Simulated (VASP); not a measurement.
# Sb (R-3m) in VASP: notebook

The runs below take Sb through single point, with LDA.

All numbers are computed with VASP 6.6.1; they aren't measurements. Logs are shortened: lines on timing, memory, paths and dates and some standing lists are left out, and cuts for length are marked.

**1. The cell of the first run**

Symmetry: R-3m, No. 166, trigonal system. Conventional cell: a = 4.308 Å, b = 4.308 Å, c = 11.274 Å, α = 90.00°, β = 90.00°, γ = 120.00°. Within 3.8 Å of Sb (site symmetry 3m) lie 6 Sb at 2.91 to 3.35 Å.

**2. Single point, LDA**

The input, INCAR:

```
SYSTEM = Sb
ALGO = Normal
EDIFF = 1E-6
ENCUT = 500
GGA_COMPAT = .False.
ISIF = 2
ISMEAR = -1
LASPH = .True.
LCHARG = .False.
LREAL = .False.
LWAVE = .False.
NBANDS = 12
NELM = 120
PREC = Accurate
SIGMA = 0.1
```

The input, KPOINTS:

```
k-points
0
Gamma
  5 5 5
  0 0 0
```

The input, POSCAR:

```
Sb
1.0
    2.1542000000      1.2437279500      3.7580000000
   -2.1542000000      1.2437279500      3.7580000000
    0.0000000000     -2.4874559000      3.7580000000
Sb
2
Direct
    0.2334900000      0.2334900000      0.2334900000
    0.7665100000      0.7665100000      0.7665100000
```

Potentials or basis: VASP PAW LDA potentials, release 64 (Sb).

Command:

```sh
$ cat potpaw_LDA.64/Sb/POTCAR > POTCAR
$ mpirun -np 1 vasp_std > vasp.out
```

OUTCAR:

```text
SYSTEM = Sb
   EDIFF = 1E-6
   ENCUT = 500
   ISIF = 2
   ISMEAR = -1
   LASPH = .True.
   LREAL = .False.
   NELM = 120
   PREC = Accurate

 ion  position               nearest neighbor table
   1  0.233  0.233  0.233-   2 2.91   2 2.91   2 2.91   2 3.35   2 3.35   2 3.35
   2  0.767  0.767  0.767-   1 2.91   1 2.91   1 2.91   1 3.35   1 3.35   1 3.35

  LATTYP: Found a trigonal (rhomboedric) cell.
 ALAT       =     4.5066618304
 COS(alpha) =     0.5430253623

  Lattice vectors:

 A1 = (   2.1542000000,   1.2437279500,   3.7580000000)
 A2 = (  -2.1542000000,   1.2437279500,   3.7580000000)
 A3 = (   0.0000000000,  -2.4874559000,   3.7580000000)

Analysis of symmetry for initial positions (statically):
=====================================================================
 Subroutine PRICEL returns:
 Original cell was already a primitive cell.

 Routine SETGRP: Setting up the symmetry group for a
 trigonal (rhombohedral) supercell.

 Subroutine GETGRP returns: Found 12 space group operations
 (whereof 12 operations were pure point group operations)
 out of a pool of 12 trial point group operations.

The static configuration has the point symmetry D_3d.

Analysis of symmetry for dynamics (positions and initial velocities):
=====================================================================
 Subroutine PRICEL returns:
 Original cell was already a primitive cell.

 Routine SETGRP: Setting up the symmetry group for a
 trigonal (rhombohedral) supercell.

 Subroutine GETGRP returns: Found 12 space group operations
 (whereof 12 operations were pure point group operations)
 out of a pool of 12 trial point group operations.

The dynamic configuration has the point symmetry D_3d.

 Subroutine INISYM returns: Found 12 space group operations
 (whereof 12 operations are pure point group operations),
 and found     1 'primitive' translations

----------------------------------------------------------------------------------------

                                     Primitive cell

  volume of cell :      60.4115

  direct lattice vectors                    reciprocal lattice vectors
     2.154200000  1.243727950  3.758000000     0.232104726  0.134005726  0.088699663
    -2.154200000  1.243727950  3.758000000    -0.232104726  0.134005726  0.088699663
     0.000000000 -2.487455900  3.758000000     0.000000000 -0.268011452  0.088699663

  length of vectors
     4.506661830  4.506661830  4.506661830     0.282307932  0.282307932  0.282307932

  position of ions in fractional coordinates (direct lattice)
     0.233490000  0.233490000  0.233490000
     0.766510000  0.766510000  0.766510000

  ion indices of the primitive-cell ions
   primitive index   ion index
                 1           1
                 2           2

----------------------------------------------------------------------------------------

 KPOINTS: k-points

Automatic generation of k-mesh.
 Grid dimensions read from file:
 generate k-points for:    5    5    5

 Generating k-lattice:

  Cartesian coordinates                     Fractional coordinates (reciprocal lattice)
     0.046420945  0.026801145  0.017739933     0.200000000  0.000000000  0.000000000
    -0.046420945  0.026801145  0.017739933     0.000000000  0.200000000  0.000000000
     0.000000000 -0.053602290  0.017739933     0.000000000  0.000000000  0.200000000

  Length of vectors
     0.056461586  0.056461586  0.056461586

  Shift w.r.t. Gamma in fractional coordinates (k-lattice)
     0.000000000  0.000000000  0.000000000

 Subroutine IBZKPT returns following result:
 ===========================================

 Found     19 irreducible k-points:

 Following reciprocal coordinates:
            Coordinates               Weight
  0.000000  0.000000  0.000000      1.000000
  0.200000  0.000000 -0.000000      6.000000
  0.400000  0.000000 -0.000000      6.000000
  0.200000  0.200000 -0.000000      6.000000
  0.400000  0.200000 -0.000000     12.000000
 -0.400000  0.200000 -0.000000     12.000000
[... 11 lines left out ...]
  0.400000  0.400000  0.400000      2.000000
 -0.400000  0.400000  0.400000      6.000000
   k-points           NKPTS =     19   k-points in BZ     NKDIM =     19   number of bands    NBANDS=     12
   number of dos      NEDOS =    301   number of ions     NIONS =      2
   total plane-waves  NPLWV =  46656
   dimension x,y,z NGX =    36 NGY =   36 NGZ =   36
   dimension x,y,z NGXF=    72 NGYF=   72 NGZF=   72
   ions per type =               2
   NGX,Y,Z   is equivalent  to a cutoff of  13.28, 13.28, 13.28 a.u.
   NGXF,Y,Z  is equivalent  to a cutoff of  26.56, 26.56, 26.56 a.u.
 SYSTEM =  Sb
   PREC   = accura    normal or accurate (medium, high low for compatibility)
   ISTART =      0    job   : 0-new  1-cont  2-samecut
   ICHARG =      2    charge: 1-file 2-atom 10-const
   ISPIN  =      1    spin polarized calculation?
   LNONCOLLINEAR =      F non collinear calculations
   LSORBIT =      F    spin-orbit coupling
   LASPH  =      T    aspherical Exc in radial PAW
   ENCUT  =  500.0 eV  36.75 Ry    6.06 a.u.   8.22  8.22  8.22*2*pi/ulx,y,z
   NELM   =    120;   NELMIN=  2; NELMDL= -5     # of ELM steps
   EDIFF  = 0.1E-05   stopping-criterion for ELM
   LREAL  =      F    real-space projection
   EDIFFG = 0.1E-04   stopping-criterion for IOM
   NSW    =      0    number of steps for IOM
   IBRION =     -1    ionic relax: 0-MD 1-quasi-New 2-CG
   NFREE  =      0    steps in history (QN), initial steepest desc. (CG)
   ISIF   =      2    stress and relaxation
   ISYM   =      2    0-nonsym 1-usesym 2-fastsym
   POTIM  = 0.5000    time-step for ionic-motion
   TEBEG  =    0.0;   TEEND  =   0.0 temperature during run
   PSTRESS=    0.0 pullay stress
   NELECT =      10.0000    total number of electrons
   NUPDOWN=      -1.0000    fix difference up-down
   EMIN   =  10.00;   EMAX   =-10.00  energy-range for DOS
   EFERMI =   0.00;   METHOD = LEGACY
   ISMEAR =    -1;   SIGMA  =   0.10  broadening in eV -4-tet -1-fermi 0-gaus
   EFERMI_NEDOS =   21; number of points for ismear=-14 and -15
   IALGO  =     38    algorithm
   IMIX   =      4    mixing-type and parameters
     AMIX     =   0.40;   BMIX     =  1.00
     AMIX_MAG =   1.60;   BMIX_MAG =  1.00
  volume/ion in A,a.u.               =      30.21       203.84
  Fermi-wavevector in a.u.,A,eV,Ry     =   0.898880  1.698637 10.993305  0.807985
  Thomas-Fermi vector in A             =   2.021644
   LORBIT       =      0    0 simple, 1 ext, 2 COOP (PROOUT), +10 PAW based schemes
   GGA     = CA    functional components
   LHFCALC =     F    Hartree Fock is set to
   AEXX    =    0.0000 exact exchange contribution
   IVDW    =     0    specifies the selected vdW correction
   LEPSILON=     F    determine dielectric tensor
   LRPA    =     F    only Hartree local field effects (RPA)
 non-spin polarized calculation
  energy-cutoff  :      500.00
  volume of cell :       60.41
 maximum number of plane-waves:      1547
 NGX is ok and might be reduce to    36
   NGX = 17   NGY = 17   NGZ = 17

 number of electron      10.0000000 magnetization

 Free energy of the ion-electron system (eV)
  ---------------------------------------------------
  ext. energy  EPLUGINS =         0.00000000
  ---------------------------------------------------
  free energy    TOTEN  =        -9.66484459 eV

  energy without entropy =       -9.65292424  energy(sigma->0) =       -9.65888441

 E-fermi :   7.1526     XC(G=0):  -9.7202

 val. band max:        7.0030750459   @ k =   0.4000   0.2000   0.2000
 cond. band min:       7.3889677096   @ k =   0.4000   0.0000  -0.0000
 fundamental gap:      0.3858926637
 Fermi energy:         7.1526156104

 k-point     1 :       0.0000    0.0000    0.0000
  band No.  band energies     occupation
      1      -5.5998      2.00000
      2       2.2359      2.00000
      3       5.0766      2.00000
      4       5.3495      2.00000
      5       5.3495      2.00000
      6       9.2040      0.00000
      7       9.8089      0.00000
      8       9.8089      0.00000
      9      12.2166      0.00000
     10      12.2166      0.00000
     11      12.3594      0.00000
     12      13.6940      0.00000

 k-point     2 :       0.2000    0.0000   -0.0000
  band No.  band energies     occupation
      1      -5.1611      2.00000
      2       0.7030      2.00000
      3       5.1263      2.00000
      4       5.2690      2.00000
      5       5.8751      1.99999
      6       8.7078      0.00000
      7       8.8669      0.00000
      8       8.9256      0.00000
      9      11.7503      0.00000
     10      12.2954      0.00000
     11      12.7165      0.00000
     12      15.9353      0.00000

 k-point     3 :       0.4000    0.0000   -0.0000
  band No.  band energies     occupation
      1      -3.8953      2.00000
      2      -1.7158      2.00000
      3       5.2169      2.00000
      4       5.2660      2.00000
      5       6.4929      1.99728
      6       7.3890      0.17199
      7       7.5265      0.04646
      8       7.8014      0.00304
      9      13.5115      0.00000
     10      14.4818      0.00000
     11      14.9319      0.00000
     12      16.6115      0.00000
[... 211 lines left out ...]
 k-point    18 :       0.4000    0.4000    0.4000
  band No.  band energies     occupation
      1      -4.3414      2.00000
      2      -1.4451      2.00000
      3       5.7463      2.00000
      4       5.7463      2.00000
      5       6.5663      1.99433
      6       7.5047      0.05746
      7       7.5047      0.05746
      8       8.3469      0.00001
      9      13.3791      0.00000
     10      14.6264      0.00000
     11      14.6264      0.00000
     12      17.1106      0.00000

 k-point    19 :      -0.4000    0.4000    0.4000
  band No.  band energies     occupation
      1      -3.7608      2.00000
      2      -1.6677      2.00000
      3       3.0701      2.00000
      4       4.9017      2.00000
      5       5.7430      2.00000
      6       8.5566      0.00000
      7       8.9407      0.00000
      8      11.0873      0.00000
      9      12.9115      0.00000
     10      14.1621      0.00000
     11      14.4987      0.00000
     12      17.0394      0.00000

------------------------ aborting loop because EDIFF is reached ----------------------------------------

  FORCE on cell =-STRESS in cart. coord.  units (eV):
  Direction    XX          YY          ZZ          XY          YZ          ZX
  --------------------------------------------------------------------------------------
  -------------------------------------------------------------------------------------
  Total       -0.2762498     -0.2762498     -0.5983409     -0.0000000      0.0000000      0.0000000
  in kB       -7.3264411     -7.3264411    -15.8686443     -0.0000000      0.0000000      0.0000000
  external PRESSURE =     -10.1738422 kB  Pullay stress =       0.0000000 kB

 VOLUME and BASIS-vectors are now :
 -----------------------------------------------------------------------------
  energy-cutoff  :      500.00
  volume of cell :       60.41
      direct lattice vectors                 reciprocal lattice vectors
     2.154200000  1.243727950  3.758000000     0.232104726  0.134005726  0.088699663
    -2.154200000  1.243727950  3.758000000    -0.232104726  0.134005726  0.088699663
     0.000000000 -2.487455900  3.758000000     0.000000000 -0.268011452  0.088699663

 POSITION                                       TOTAL-FORCE (eV/Angst)
 -----------------------------------------------------------------------------------
      0.00000      0.00000      2.63237         0.000000      0.000000     -0.023954
      0.00000      0.00000      8.64163         0.000000      0.000000      0.023954
 -----------------------------------------------------------------------------------
    total drift:                                0.000000     -0.000000     -0.000000

  FREE ENERGIE OF THE ION-ELECTRON SYSTEM (eV)
  ---------------------------------------------------
  free  energy   TOTEN  =        -9.6648445926 eV

  energy  without entropy=       -9.6529242356  energy(sigma->0) =       -9.65888441
```

Wall time 18 s (1 thread of Intel Xeon 8259CL, shared host); peak memory 0.17 GiB.

What came out:

- Free energy: -9.6648 eV
- Pressure: -1.0 GPa
- Largest force: 0.024 eV/Å
- Band gap on the k mesh: 0.39 eV, indirect (least direct gap 0.72 eV)

Forces in eV/Å, atoms in the order of the input:
```
Sb   0.000  0.000 -0.024
Sb   0.000  0.000  0.024
```

Stress tensor (GPa, compression positive):
```
-0.73  0.00  0.00
 0.00 -0.73  0.00
 0.00  0.00 -1.59
```

Caveat: spin-orbit coupling is left out, which moves the levels of the heavy elements.

**3. Single point, LDA**

The input, INCAR:

```
PREC = Accurate ; ENCUT = 500
EDIFF = 1E-6 ; ISMEAR = -1
SIGMA = 0.1 ; LREAL = False
LASPH = True ; NELM = 120
ALGO = Normal ; ISIF = 2
LWAVE = False ; LCHARG = False
NBANDS = 12 ; GGA_COMPAT = False
```

The input, KPOINTS:

```
Automatic mesh
0
Gamma
  5 5 5
```

POSCAR is that of step 2.

Potentials or basis: VASP PAW LDA potentials, release 64 (Sb).

Command:

```sh
$ cat potpaw_LDA.64/Sb/POTCAR > POTCAR
$ mpirun -np 1 vasp_std > vasp.out
```

Run time: 20 s. Hardware: 1 thread of Intel Xeon 8259CL, shared host; peak memory 0.17 GiB.

It converged, with:

```yaml
Free_energy: -9.6648 eV
Pressure: -1.0 GPa
Largest_force: 0.024 eV/Å
Band_gap_on_the_k_mesh: 0.39 eV, indirect (least direct gap 0.72 eV)
```

Forces in eV/Å, atoms in the order of the input:
```
Sb   0.000  0.000 -0.024
Sb   0.000  0.000  0.024
```

Stress tensor (GPa, compression positive):
```
-0.73  0.00  0.00
 0.00 -0.73  0.00
 0.00  0.00 -1.59
```

Levels at points of the mesh, in eV from the valence-band top:
| k point | band 1 | band 2 | band 3 | band 4 | band 5 | band 6 | band 7 | band 8 | band 9 | band 10 |
| --- | --- | --- | --- | --- | --- | --- | --- | --- | --- | --- |
| (0.00, 0.00, 0.00) | -12.60 | -4.77 | -1.93 | -1.65 | -1.65 | 2.20 | 2.81 | 2.81 | 5.21 | 5.21 |

Caveat: spin-orbit coupling is left out, which moves the levels of the heavy elements. A k mesh can miss the band edges.
